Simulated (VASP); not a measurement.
Pt, 2 atoms in the cell. The structure is hexagonal, space group P6_3/mmc (No. 194). Conventional cell: a = 2.729 Å, b = 2.729 Å, c = 4.741 Å, α = 90.00°, β = 90.00°, γ = 120.00°. Pt (site symmetry -6m2) has 12 Pt at 2.73 to 2.85 Å within 3.6 Å. 

```yaml
Program: VASP 6.6.1
Task: single point
Functional: r2SCAN
Potentials_or_basis: VASP PAW PBE potentials, release 64 (Pt)
Cutoff: 520 eV
k_mesh: 14 × 14 × 7
Occupations: methfessel-paxton, width 0.1 eV
Spin: no spin polarisation
Dipole_correction: no
Further_INCAR_settings: ALGO = Normal; EDIFF = 1e-06; NBANDS = 17
```

Potentials or basis: VASP PAW PBE potentials, release 64 (Pt).

Run with:

```sh
$ cat potpaw_PBE.64/Pt/POTCAR > POTCAR
$ cp INCAR.step1 INCAR
$ mpirun -np 1 vasp_std > vasp.out
$ cp INCAR.step2 INCAR
$ mpirun -np 1 vasp_std > vasp.out
```

Hardware: 1 thread of AMD EPYC 9R45 96-Core Processor (Zen 5), with other jobs on the host.

Estimate the wall time of this run.

It took 78 s on 1 thread of AMD EPYC 9R45 96-Core Processor (Zen 5), with other jobs on the host, peak memory 0.14 GiB. Counts: k points 96.
